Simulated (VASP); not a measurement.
Write the native input for VASP 6.6.1 that does the following.

```yaml
Task: single point
Functional: PBE
Dispersion: D3(BJ)
Potentials_or_basis: VASP PAW PBE potentials, release 64 (F, H)
Cutoff: 520 eV
k_mesh: 1 × 1 × 1
Occupations: fermi-dirac, width 0.02 eV
Spin: no spin polarisation
Dipole_correction: no
Further_INCAR_settings: LREAL = Auto; ALGO = Normal; EDIFF = 1e-07; NBANDS = 66
```

The structure of HF lies in POSCAR:

```
HF
1.0
    7.4168600000      0.0000000000      0.0000000000
    0.0000000000      7.4168600000      0.0000000000
    0.0000000000      0.0000000000      7.4168600000
F H
12 12
Direct
    0.2217650057     -0.0155186966      0.5620168103
    0.3717745785      0.4501500635      0.3967312313
    0.7836065397      0.3523998026      0.9051404503
    0.2353017315      0.8695458725      0.8911048611
    0.7717686460      0.6321947563      0.0614815434
    0.0879213036      0.6469853820      0.5437611065
    0.4316112209      0.5996607729      0.9521684379
    0.7128353508      0.1214395310      0.4321774983
    0.4686484577      0.2078372788      0.9069606275
    0.5922317531      0.6727510024      0.3256229725
    0.0031549739      0.9678758936      0.2928597816
    0.4324741198      0.1652316479      0.2375263926
    0.1385896458     -0.0302823567      0.4686754233
    0.4691338383      0.5244537446      0.3527638381
    0.6596052777      0.2928597816      0.8901071343
    0.2415038170      0.9251489175      0.7780651111
    0.7641913155      0.5266514401     -0.0196713973
    0.1945971745      0.6112964246      0.4929444536
    0.3509436608      0.6992581766      0.9638715036
    0.5976383537      0.1447243173      0.3833293334
    0.4547072481      0.1740089472      1.0308405444
    0.6641759451      0.6523380514      0.2208077273
   -0.1151565487      1.0062479270      0.3134075606
    0.3662735983      0.2715839317      0.3023112207
```

One way to write it, as run:

INCAR

```
  PREC = Accurate
  ENCUT = 520
  EDIFF = 1E-7
  ISMEAR = -1
  SIGMA = 0.02
  LREAL = Auto
  LASPH = T
  NELM = 100
  ALGO = Normal
  ISIF = 2
  LWAVE = F
  LCHARG = F
  GGA = PE
  IVDW = 12
  NBANDS = 66
```

KPOINTS

```
Automatic mesh
0
Gamma
  1 1 1
```

Potentials or basis: VASP PAW PBE potentials, release 64 (F, H).

Launch:

```bash
$ cat potpaw_PBE.64/F/POTCAR potpaw_PBE.64/H/POTCAR > POTCAR
$ mpirun -np 1 vasp_gam > vasp.out
```

It gave:

```
Pressure                   : 0.7 GPa
Largest force              : 1.892 eV/Å
Band gap on the k mesh     : 6.48 eV
Dispersion energy per atom : -0.019 eV
```

Caveat: the k points lie up to 0.85 Å⁻¹ apart.

Run time: 43 s on 1 thread of Intel(R) Xeon(R) Platinum 8488C (Sapphire Rapids), with other jobs on the host, peak memory 0.37 GiB.
